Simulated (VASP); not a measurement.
# LaAl2N3 (P4mm) in VASP: density of states with PBE

Aim: the density of states of LaAl2N3 with PBE.

Program: VASP 6.6.1. These are calculated values, not measurements. Logs are shortened: lines on timing, memory, paths and dates and some standing lists are left out, and cuts for length are marked.

## Step 1: The cell of the first run

Symmetry: P4mm, No. 99, tetragonal system. The conventional cell has a = 3.729 Å, b = 3.729 Å, c = 7.778 Å, α = 90.00°, β = 90.00°, γ = 90.00°. Within 3.5 Å of La (site symmetry 4mm) lie 8 N at 2.64 to 3.13 Å and 5 Al at 2.94 to 3.30 Å. Within 2.5 Å of Al (site symmetry 4mm) lie 4 N at 1.91 Å. Within 2.6 Å of Al (site symmetry 4mm) lie 5 N at 1.93 to 2.01 Å. N (site symmetry 2mm) has 4 Al at 1.91 to 1.93 Å within 2.5 Å. N (site symmetry 4mm) has 1 Al at 2.01 Å and 4 La at 2.64 Å within 2.7 Å.

## Step 2: Density of states, PBE

POSCAR reads:

```
LaAl2N3
1.0
    3.7286062209      0.0000000000      0.0000000000
    0.0000000000      3.7286062209      0.0000000000
    0.0000000000      0.0000000000      7.7780229280
La Al N
1 2 3
Direct
    0.5000000000      0.5000000000      0.3470668073
    0.5000000000      0.5000000000      0.7244433056
    0.0000000000      0.0000000000      0.6031082647
    0.5000000000      0.0000000000      0.6696267038
    0.0000000000      0.5000000000      0.6696267038
    0.0000000000      0.0000000000      0.3447836046
```

INCAR.step1 reads:

```
PREC = Accurate
ENCUT = 520
EDIFF = 1E-7
ISMEAR = 0
SIGMA = 0.1
LREAL = F
LASPH = T
NELM = 80
ALGO = Normal
ISIF = 2
LWAVE = F
LCHARG = T
LMAXMIX = 6
GGA = PE
NBANDS = 25
```

KPOINTS.step1 reads:

```
Automatic mesh
0
Gamma
  10 10 6
```

INCAR.step2 reads:

```
PREC = Accurate
ENCUT = 520
EDIFF = 1E-7
ISMEAR = -5
SIGMA = 0.1
LREAL = F
LASPH = T
NELM = 80
ALGO = Normal
ISIF = 2
LWAVE = F
LCHARG = F
LMAXMIX = 6
GGA = PE
LORBIT = 10
NEDOS = 2001
ICHARG = 11
```

KPOINTS.step2 reads:

```
Automatic mesh
0
Gamma
  15 15 9
```

Potentials or basis: VASP PAW PBE potentials, release 64 (La, Al, N).

Launch:

```bash
cat potpaw_PBE.64/La/POTCAR potpaw_PBE.64/Al/POTCAR potpaw_PBE.64/N/POTCAR > POTCAR
cp INCAR.step1 INCAR
cp KPOINTS.step1 KPOINTS
mpirun -np 1 vasp_std > vasp.out
cp INCAR.step2 INCAR
cp KPOINTS.step2 KPOINTS
mpirun -np 1 vasp_std > vasp.out
```

OUTCAR:

```text
PREC = Accurate
   ENCUT = 520
   EDIFF = 1E-7
   ISMEAR = -5
   LREAL = F
   LASPH = T
   NELM = 80
   ISIF = 2
   GGA = PE
   LORBIT = 10
   ICHARG = 11

 ion  position               nearest neighbor table
   1  0.500  0.500  0.347-   6 2.64   6 2.64   6 2.64   6 2.64   2 2.94   3 3.30   3 3.30   3 3.30
                             3 3.30
   2  0.500  0.500  0.724-   4 1.91   5 1.91   4 1.91   5 1.91   3 2.80   3 2.80   3 2.80   3 2.80
                             1 2.94
   3  0.000  0.000  0.603-   4 1.93   5 1.93   5 1.93   4 1.93   6 2.01   2 2.80   2 2.80   2 2.80
                             2 2.80   1 3.30   1 3.30   1 3.30   1 3.30
   4  0.500  0.000  0.670-   2 1.91   2 1.91   3 1.93   3 1.93
   5  0.000  0.500  0.670-   2 1.91   2 1.91   3 1.93   3 1.93
   6  0.000  0.000  0.345-   3 2.01   1 2.64   1 2.64   1 2.64   1 2.64

  LATTYP: Found a simple tetragonal cell.
 ALAT       =     3.7286062209
 C/A-ratio  =     2.0860403237

  Lattice vectors:

 A1 = (   3.7286062209,   0.0000000000,   0.0000000000)
 A2 = (   0.0000000000,   3.7286062209,   0.0000000000)
 A3 = (   0.0000000000,   0.0000000000,   7.7780229280)

Analysis of symmetry for initial positions (statically):
=====================================================================
 Subroutine PRICEL returns:
 Original cell was already a primitive cell.

 Routine SETGRP: Setting up the symmetry group for a
 simple tetragonal supercell.

 Subroutine GETGRP returns: Found  8 space group operations
 (whereof  8 operations were pure point group operations)
 out of a pool of 16 trial point group operations.

The static configuration has the point symmetry C_4v.

Analysis of symmetry for dynamics (positions and initial velocities):
=====================================================================
 Subroutine PRICEL returns:
 Original cell was already a primitive cell.

 Routine SETGRP: Setting up the symmetry group for a
 simple tetragonal supercell.

 Subroutine GETGRP returns: Found  8 space group operations
 (whereof  8 operations were pure point group operations)
 out of a pool of 16 trial point group operations.

The dynamic configuration has the point symmetry C_4v.

 Subroutine INISYM returns: Found  8 space group operations
 (whereof  8 operations are pure point group operations),
 and found     1 'primitive' translations

----------------------------------------------------------------------------------------

                                     Primitive cell

[... 116 lines left out ...]
   EFERMI_NEDOS =   21; number of points for ismear=-14 and -15
   IALGO  =     38    algorithm
   IMIX   =      4    mixing-type and parameters
     AMIX     =   0.40;   BMIX     =  1.00
     AMIX_MAG =   1.60;   BMIX_MAG =  1.00
  volume/ion in A,a.u.               =      18.02       121.62
  Fermi-wavevector in a.u.,A,eV,Ry     =   1.090948  2.061593 16.193214  1.190168
  Thomas-Fermi vector in A             =   2.227183
   LORBIT       =     10    0 simple, 1 ext, 2 COOP (PROOUT), +10 PAW based schemes
   GGA     = PE    functional components
   LHFCALC =     F    Hartree Fock is set to
   AEXX    =    0.0000 exact exchange contribution
   IVDW    =     0    specifies the selected vdW correction
   LEPSILON=     F    determine dielectric tensor
   LRPA    =     F    only Hartree local field effects (RPA)
 non-spin polarized calculation
 Fermi weights with tetrahedron method with Bloechl corrections
  energy-cutoff  :      520.00
  volume of cell :      108.13
 maximum number of plane-waves:      2942
 NGX is ok and might be reduce to    28

 number of electron      31.9999991 magnetization

 Free energy of the ion-electron system (eV)
  ---------------------------------------------------
  ext. energy  EPLUGINS =         0.00000000
  ---------------------------------------------------
  free energy    TOTEN  =       -42.28433632 eV

  energy without entropy =      -42.28433632  energy(sigma->0) =      -42.28433632

 E-fermi :   5.0624     XC(G=0):  -8.7087

 val. band max:        5.0623784035   @ k =   0.4667   0.4667   0.0000
 cond. band min:       5.0330452991   @ k =   0.0000   0.0000   0.0000
 fundamental gap:     -0.0293331044
 Fermi energy:         5.0623782029

 k-point     1 :       0.0000    0.0000    0.0000
  band No.  band energies     occupation
      1     -27.1214      2.00000
      2     -11.8219      2.00000
      3     -10.4218      2.00000
      4     -10.4218      2.00000
      5     -10.3724      2.00000
      6      -7.3497      2.00000
[... 541 lines left out ...]
     19       7.6128      0.00000
     20       7.6966      0.00000

 [... further k-points ...]

------------------------ aborting loop because EDIFF is reached ----------------------------------------

  FORCE on cell =-STRESS in cart. coord.  units (eV):
  Direction    XX          YY          ZZ          XY          YZ          ZX
  --------------------------------------------------------------------------------------
  -------------------------------------------------------------------------------------
  Total       -0.0842177     -0.0842177      0.0813092      0.0000000      0.0000000      0.0000000
  in kB       -1.2478194     -1.2478194      1.2047247      0.0000000      0.0000000      0.0000000
  external PRESSURE =      -0.4303047 kB  Pullay stress =       0.0000000 kB

 VOLUME and BASIS-vectors are now :
 -----------------------------------------------------------------------------
  energy-cutoff  :      520.00
  volume of cell :      108.13
      direct lattice vectors                 reciprocal lattice vectors
     3.728606221  0.000000000  0.000000000     0.268196731  0.000000000  0.000000000
     0.000000000  3.728606221  0.000000000     0.000000000  0.268196731  0.000000000
     0.000000000  0.000000000  7.778022928     0.000000000  0.000000000  0.128567376

 POSITION                                       TOTAL-FORCE (eV/Angst)
 -----------------------------------------------------------------------------------
      1.86430      1.86430      2.69949         0.000000     -0.000000      0.021352
      1.86430      1.86430      5.63474         0.000000      0.000000     -0.022192
      0.00000      0.00000      4.69099         0.000000      0.000000      0.010053
      1.86430      0.00000      5.20837         0.000000     -0.000000     -0.004965
      0.00000      1.86430      5.20837         0.000000     -0.000000     -0.004965
      0.00000      0.00000      2.68173         0.000000     -0.000000      0.000716
 -----------------------------------------------------------------------------------
    total drift:                               -0.000000      0.000000      0.003919

  FREE ENERGIE OF THE ION-ELECTRON SYSTEM (eV)
  ---------------------------------------------------
  free  energy   TOTEN  =       -42.2843363241 eV

  energy  without entropy=      -42.2843363241  energy(sigma->0) =      -42.28433632

 total charge

# of ion       s       p       d       f       tot
--------------------------------------------------
    1        2.009   5.663   0.623   0.230   8.526
    2        0.362   0.411   0.000   0.000   0.773
    3        0.342   0.433   0.000   0.000   0.775
    4        1.248   2.583   0.000   0.000   3.830
    5        1.248   2.583   0.000   0.000   3.830
    6        1.248   2.367   0.000   0.000   3.615
--------------------------------------------------
tot          6.457  14.040   0.623   0.230  21.350
```

Wall time 8 min (1 thread of Intel Xeon Platinum 8488C (Sapphire Rapids), shared host); peak memory 0.56 GiB.

Results:

* Valence electrons inside the program's atomic spheres: La 8.53; Al 0.77, 0.78; N 3.83, 3.62

Caveat: spin-orbit coupling is left out, which moves the levels of the heavy elements; tetrahedron occupations give inexact forces and stress in metals.
